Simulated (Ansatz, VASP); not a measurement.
One calculation of Ga3As4Se, two programs

```xyz
8
Lattice="4.0346 0.0000 0.0000 -2.0173 3.4941 0.0000 0.0000 0.0000 14.5288" Properties=species:S:1:pos:R:3 pbc="T T T"
Ga    0.0000    2.3294    1.0614
Ga    2.0173    1.1647    4.3733
Ga    0.0000    0.0000    7.7030
As    0.0000    2.3294    3.5251
As    2.0173    1.1647    6.8591
As    0.0000    0.0000   10.2080
As    0.0000    2.3294   11.2343
Se    0.0000    0.0000    0.0460
```

Alike in both runs: functional PBE; k mesh 5 × 5 × 2; occupations gaussian, width 0.2 eV; no spin polarisation.

Ansatz relaxed the structure, and its values are those at the end. VASP's run is a single point on that final structure, the one shown.

|  | VASP | Ansatz |
| --- | --- | --- |
| version | VASP 6.6.1 | Ansatz 0.2.0 |
| potentials or method | VASP PAW PBE potentials, release 64 (Ga_d, As, Se), cutoff 520 eV | scalar-relativistic, plane waves, PAW |
| valence electrons in the cell | 65 | 115 |

|  | VASP | Ansatz | Ansatz less VASP |
| --- | --- | --- | --- |
| gap on the k mesh at the Fermi level (eV) | none | none | - |
| pressure (GPa) | 0.1 | -0.1 | -0.16 |
| rms of the force components (eV/Å) | 0.016 | 0.017 | +0.0014 |

A gap of «none» marks a metal or a gap that the smearing closes. The functional is the same, so the differences come from potentials, cutoffs and numerics. VASP's potentials hold 65 valence electrons a cell and Ansatz's 115, so a difference there can come from the potentials and not from the codes.
